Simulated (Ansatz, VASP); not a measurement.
**Ni in VASP and in Ansatz**

```xyz
1
Lattice="-1.7010 1.4011 1.4011 1.4011 -1.7010 1.4011 1.4011 1.4011 -1.7010" Properties=species:S:1:pos:R:3 pbc="T T T"
Ni    0.0000    0.0000    0.0000
```

Alike in both runs: task single point; functional PBEsol; k mesh 26 × 26 × 26; occupations gaussian, width 0.15 eV; collinear spin.

```csv
,VASP,Ansatz
version,VASP 6.6.1,Ansatz 0.2.0
potentials or method,"VASP PAW PBE potentials, release 64 (Ni), cutoff 520 eV","scalar-relativistic, plane waves, PAW"
valence electrons in the cell,10,18
```

|  | VASP | Ansatz | Ansatz less VASP |
| --- | --- | --- | --- |
| gap on the k mesh at the Fermi level (eV) | none | none | - |
| net moment per atom (μB) | 0.59 | 0.59 | -0.001 |
| size of the moment on the site where the two differ most (μB) | 0.59 | 0.59 | +0.007 |

VASP's potentials were made for PBE, not for PBEsol. Site moments also hang on the region over which each program counts them. A gap of «none» marks a metal or a gap that the smearing closes. VASP's potentials hold 10 valence electrons a cell and Ansatz's 18, so a difference there can come from the potentials and not from the codes.
